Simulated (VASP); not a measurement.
# BP (zincblende type) (F-43m) in VASP: a series of runs, part 2 of 2

VASP 6.6.1. The steps go on from the part before.

## (3) Density of states, LDA (volume scaled by 0.94)

The input, POSCAR:

```
BP
1.0
    0.0000000000      2.1992112606      2.1992112606
    2.1992112606      0.0000000000      2.1992112606
    2.1992112606      2.1992112606      0.0000000000
B P
1 1
Direct
    0.0000000000      0.0000000000      0.0000000000
    0.2500000000      0.2500000000      0.2500000000
```

The input, INCAR.step1:

```
PREC = Accurate
ENCUT = 520
EDIFF = 1E-6
ISMEAR = -1
SIGMA = 0.08
LREAL = False
LASPH = True
NELM = 60
ALGO = Normal
ISIF = 2
LWAVE = False
LCHARG = True
NBANDS = 11
```

The input, KPOINTS.step1:

```
Automatic mesh
0
Gamma
  15 15 15
```

The input, INCAR.step2:

```
PREC = Accurate
ENCUT = 520
EDIFF = 1E-6
ISMEAR = -5
SIGMA = 0.08
LREAL = False
LASPH = True
NELM = 60
ALGO = Normal
ISIF = 2
LWAVE = False
LCHARG = False
LORBIT = 11
NBANDS = 11
NEDOS = 1001
ICHARG = 11
```

The input, KPOINTS.step2:

```
Automatic mesh
0
Gamma
  23 23 23
```

Potentials or basis: VASP PAW LDA potentials, release 64 (B, P).

Launch:

```console
$ cat potpaw_LDA.64/B/POTCAR potpaw_LDA.64/P/POTCAR > POTCAR
$ cp INCAR.step1 INCAR
$ cp KPOINTS.step1 KPOINTS
$ mpirun -np 1 vasp_std > vasp.out
$ cp INCAR.step2 INCAR
$ cp KPOINTS.step2 KPOINTS
$ mpirun -np 1 vasp_std > vasp.out
```

OUTCAR:

```text
PREC = Accurate
   ENCUT = 520
   EDIFF = 1E-6
   ISMEAR = -5
   LREAL = False
   LASPH = True
   NELM = 60
   ISIF = 2
   LORBIT = 11
   ICHARG = 11

 ion  position               nearest neighbor table
   1  0.000  0.000  0.000-   2 1.90   2 1.90   2 1.90   2 1.90
   2  0.250  0.250  0.250-   1 1.90   1 1.90   1 1.90   1 1.90

  LATTYP: Found a face centered cubic cell.
 ALAT       =     4.3984225212
[... 531 lines left out ...]
  --------------------------------------------------------------------------------------
  -------------------------------------------------------------------------------------
  Total        1.6057455      1.6057455      1.6057455     -0.0000000      0.0000000      0.0000000
  in kB      120.9362392    120.9362392    120.9362392     -0.0000000      0.0000000      0.0000000
  external PRESSURE =     120.9362392 kB  Pullay stress =       0.0000000 kB

 VOLUME and BASIS-vectors are now :
 -----------------------------------------------------------------------------
  energy-cutoff  :      520.00
  volume of cell :       21.27
      direct lattice vectors                 reciprocal lattice vectors
     0.000000000  2.199211261  2.199211261    -0.227354238  0.227354238  0.227354238
     2.199211261  0.000000000  2.199211261     0.227354238 -0.227354238  0.227354238
     2.199211261  2.199211261  0.000000000     0.227354238  0.227354238 -0.227354238

 POSITION                                       TOTAL-FORCE (eV/Angst)
 -----------------------------------------------------------------------------------
      0.00000      0.00000      0.00000        -0.000000     -0.000000     -0.000000
      1.09961      1.09961      1.09961         0.000000      0.000000      0.000000
 -----------------------------------------------------------------------------------
    total drift:                                0.000000      0.000000      0.000000

  FREE ENERGIE OF THE ION-ELECTRON SYSTEM (eV)
  ---------------------------------------------------
  free  energy   TOTEN  =       -14.3505202602 eV

  energy  without entropy=      -14.3505202602  energy(sigma->0) =      -14.35052026

 total charge

# of ion       s       p       d       tot
------------------------------------------
    1        0.684   1.402   0.000   2.086
    2        0.996   1.644   0.000   2.640
--------------------------------------------------
tot          1.680   3.045   0.000   4.725
```

OUTCAR.step1:

```text
PREC = Accurate
   ENCUT = 520
   EDIFF = 1E-6
   ISMEAR = -1
   LREAL = False
[... 556 lines left out ...]
      0.00000      0.00000      0.00000         0.000000      0.000000      0.000000
      1.09961      1.09961      1.09961        -0.000000     -0.000000     -0.000000
 -----------------------------------------------------------------------------------
    total drift:                                0.000000      0.000000      0.000000

  FREE ENERGIE OF THE ION-ELECTRON SYSTEM (eV)
  ---------------------------------------------------
  free  energy   TOTEN  =       -14.3505196256 eV

  energy  without entropy=      -14.3505081842  energy(sigma->0) =      -14.35051390
```

OSZICAR.step1:

```text
N       E                     dE             d eps       ncg     rms          rms(c)
DAV:   1     0.835909562385E+01    0.83591E+01   -0.40001E+03  2656   0.655E+02
DAV:   2    -0.147976693870E+02   -0.23157E+02   -0.22065E+02  3457   0.114E+02
DAV:   3    -0.154081213303E+02   -0.61045E+00   -0.60927E+00  3336   0.162E+01
DAV:   4    -0.154102891169E+02   -0.21678E-02   -0.21676E-02  3018   0.113E+00
DAV:   5    -0.154102998905E+02   -0.10774E-04   -0.10774E-04  3227   0.774E-02    0.840E+00
DAV:   6    -0.145104051187E+02    0.89989E+00   -0.19108E+00  3015   0.624E+00    0.441E+00
DAV:   7    -0.143638364907E+02    0.14657E+00   -0.36112E-01  3321   0.301E+00    0.139E+00
DAV:   8    -0.143504729680E+02    0.13364E-01   -0.34760E-02  3109   0.104E+00    0.255E-01
DAV:   9    -0.143505249063E+02   -0.51938E-04   -0.79796E-04  3078   0.204E-01    0.187E-01
DAV:  10    -0.143505179075E+02    0.69988E-05   -0.12285E-04  2937   0.631E-02    0.379E-02
DAV:  11    -0.143505200765E+02   -0.21690E-05   -0.96004E-06  3205   0.154E-02    0.489E-02
DAV:  12    -0.143505196256E+02    0.45084E-06   -0.26393E-06  1904   0.713E-03
   1 F= -.14350520E+02 E0= -.14350514E+02  d E =-.114414E-04
```

Run time: 20 s. Hardware: 1 thread of Intel Xeon 6975P-C (Granite Rapids), shared host; peak memory 0.18 GiB.

Results:

| Item | Value |
| --- | --- |
| Valence electrons inside the program's atomic spheres | B 2.09; P 2.64 |

Caveat: the cell differs from its parent crystal (volume scaled by 0.94).

## (4) Density of states, LDA

This run uses another cell than the first one, of 11.32 Å³/atom, 1.818 times its volume.

The input, POSCAR:

```
BP
1.0
    0.0000000000      2.2450412894      2.2450412894
    2.2450412894      0.0000000000      2.2450412894
    2.2450412894      2.2450412894      0.0000000000
B P
1 1
Direct
    0.0000000000      0.0000000000      0.0000000000
    0.2500000000      0.2500000000      0.2500000000
```

INCAR.step1, as its differences from that of step 3:

```diff
@@ -7,3 +7,3 @@
 LASPH = True
-NELM = 60
+NELM = 80
 ALGO = Normal
@@ -12,2 +12,3 @@
 LCHARG = True
+GGA = CA
 NBANDS = 11
```

KPOINTS.step1 is that of step 3.

INCAR.step2, as its differences from that of step 3:

```diff
@@ -7,3 +7,3 @@
 LASPH = True
-NELM = 60
+NELM = 80
 ALGO = Normal
@@ -12,3 +12,4 @@
 LCHARG = False
-LORBIT = 11
+GGA = CA
+LORBIT = 10
 NBANDS = 11
```

KPOINTS.step2 is that of step 3.

Launch:

```console
$ cat potpaw_LDA.64/B/POTCAR potpaw_LDA.64/P/POTCAR > POTCAR
$ cp INCAR.step1 INCAR
$ cp KPOINTS.step1 KPOINTS
$ mpirun -np 1 vasp_std > vasp.out
$ cp INCAR.step2 INCAR
$ cp KPOINTS.step2 KPOINTS
$ mpirun -np 1 vasp_std > vasp.out
```

Wall time 17 s (1 thread of Intel Xeon 6975P-C (Granite Rapids), shared host); peak memory 0.19 GiB.

It converged, with:

```yaml
Valence_electrons_inside_the_program's_atomic_spheres: B 1.99; P 2.60
```

Levels at points of the mesh, in eV from the valence-band top:
| k point | band 2 | band 3 | band 4 | band 5 | band 6 | band 7 |
| --- | --- | --- | --- | --- | --- | --- |
| (0.00, 0.00, 0.00) | 0.00 | 0.00 | 0.00 | 3.43 | 3.43 | 3.43 |
